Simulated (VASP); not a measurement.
Here is a VASP 6.6.1 calculation.

File INCAR:

```
PREC = Accurate ; ENCUT = 520
EDIFF = 1E-6 ; ISMEAR = 0
SIGMA = 0.02 ; LREAL = F
LASPH = T ; NELM = 80
ALGO = Normal ; ISIF = 2
LWAVE = F ; LCHARG = T
GGA = PE ; IVDW = 12
LELF = T ; LVHAR = T
NBANDS = 11
```

File KPOINTS:

```
regular mesh
0
Gamma
  12 12 12
```

Contents of POSCAR:

```
BN
1.0
    2.4808454248      0.0022817001     -0.2359001863
   -1.2311833582      2.1537859560      0.2358849718
   -0.9661715270     -0.8801709363      2.9915270256
B N
1 1
Direct
    0.9919652401      0.9918871220     -0.0047616379
    0.6561837599      0.3239968780      0.9915666379
```

Potentials or basis: VASP PAW PBE potentials, release 64 (B, N).

Run with:

```bash
$ cat potpaw_PBE.64/B/POTCAR potpaw_PBE.64/N/POTCAR > POTCAR
$ mpirun -np 1 vasp_std > vasp.out
```

(1) Estimate the dispersion energy per atom.

(2) What does it give for the band gap on the k mesh?

(3) Estimate the pressure.

Answers

(1) -0.165 eV.

(2) 3.88 eV (least direct gap 4.81 eV).

(3) 6.8 GPa.

Caveat: the cell stands under pressure.
